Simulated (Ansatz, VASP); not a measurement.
# Mo: VASP beside Ansatz

File INCAR:

```
  ALGO = Normal
  EDIFF = 1E-8
  ENCUT = 520
  GGA = PE
  ISIF = 2
  ISMEAR = -1
  LASPH = True
  LCHARG = False
  LEFG = True
  LREAL = False
  LWAVE = False
  NBANDS = 13
  NELM = 100
  PREC = Accurate
  SIGMA = 0.05
```

KPOINTS

```
k-points
0
Gamma
  18 18 18
```

File POSCAR:

```
Mo
1.0
    0.0000000000      2.0010482928      2.0010482928
    2.0010482928      0.0000000000      2.0010482928
    2.0010482928      2.0010482928      0.0000000000
Mo
1
Direct
    0.0000000000      0.0000000000      0.0000000000
```

Input for Ansatz:

```yaml
crystal:
  lattice:
    - [0.0, 2.0010482928, 2.0010482928]
    - [2.0010482928, 0.0, 2.0010482928]
    - [2.0010482928, 2.0010482928, 0.0]
  atoms:
    - { symbol: Mo, position: [0.0, 0.0, 0.0] }
kpoints:
  mp_grid: { grid: [18, 18, 18] }
  band_path:
    path:
      - [0.0, 0.0, 0.0]
      - [0.5, 0.0, 0.5]
      - [0.625, 0.25, 0.625]
      - [0.375, 0.375, 0.75]
      - [0.0, 0.0, 0.0]
      - [0.5, 0.5, 0.5]
      - [0.5, 0.25, 0.75]
      - [0.5, 0.0, 0.5]
    npoints: 8
scf:
  occupations: { method: fermi_dirac, width: 0.05 }
hamiltonian:
  xc: pbe
  pseudopotentials: { kind: all_electron, datasets: crystal }
output:
  forces: true
  stress: true
  eigenvalues: true
  efg: { contact_densities: true }
```

Alike in both runs: task electric field gradients; functional PBE; k mesh 18 × 18 × 18; occupations fermi-dirac, width 0.05 eV; no spin polarisation.

|  | VASP | Ansatz |
| --- | --- | --- |
| version | VASP 6.6.1 | Ansatz 0.2.0 |
| potentials or method | VASP PAW PBE potentials, release 64 (Mo_sv), cutoff 520 eV | all-electron PAW with datasets made for the crystal, scalar-relativistic |

Ansatz gave:

* pressure (GPa): 0.1

Q: What did VASP give for the same quantities?

A: Pressure (GPa): 0.5.

Ansatz ran all-electron here, and VASP with PAW potentials.
